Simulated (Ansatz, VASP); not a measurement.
Al: VASP beside Ansatz

```
Al
1.0
     2.28636    1.32003    0.93367
    -2.28636    1.32003    0.93367
     0.00000   -2.64006    0.93367
Al
1
Cartesian
  0.0000 0.0000 1.4005
```

Alike in both runs: functional PBE; k mesh 9 × 9 × 9; occupations gaussian, width 0.1 eV; no spin polarisation.

Ansatz relaxed the structure, and its values are those at the end. VASP's run is a single point on that final structure, the one shown.

|  | VASP | Ansatz |
| --- | --- | --- |
| version | VASP 6.6.1 | Ansatz 0.2.0 |
| potentials or method | VASP PAW PBE potentials, release 64 (Al), cutoff 500 eV | scalar-relativistic, plane waves, PAW |
| valence electrons in the cell | 3 | 3 |

```tsv
	VASP	Ansatz	Ansatz less VASP
gap on the k mesh at the Fermi level (eV)	none	none	-
pressure (GPa)	0.0	0.0	+0.02
```

A gap of «none» marks a metal or a gap that the smearing closes.
